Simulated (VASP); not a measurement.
Crystal: CdSe.

```
CELL_PARAMETERS angstrom
0.00000 2.81529 2.81529
2.81529 0.00000 2.81529
2.81529 2.81529 0.00000
ATOMIC_POSITIONS crystal
Cd 0.00000 0.00000 0.00000
Se 0.50000 0.50000 0.50000
```

Program: VASP 6.6.1. Alike in all runs: task single point; no spin polarisation; cell as given; k mesh 8 × 8 × 8; cutoff (eV) 520; smearing fermi-dirac 0.05 eV.

Q: Order these runs on this cell by their pressure, lowest first.
A. level PBE; potentials or basis VASP PAW PBE potentials, release 64 (Cd, Se)
B. level PBEsol; potentials or basis VASP PAW PBE potentials, release 64 (Cd, Se)
C. level r2SCAN; potentials or basis VASP PAW PBE potentials, release 64 (Cd, Se)
D. level LDA; potentials or basis VASP PAW LDA potentials, release 64 (Cd, Se)

A: D (-2.0 GPa), B (0.4 GPa), C (2.6 GPa), A (4.3 GPa).

Caveats: the PAW data sets were made with another functional, which shifts forces and pressure a little (some runs).
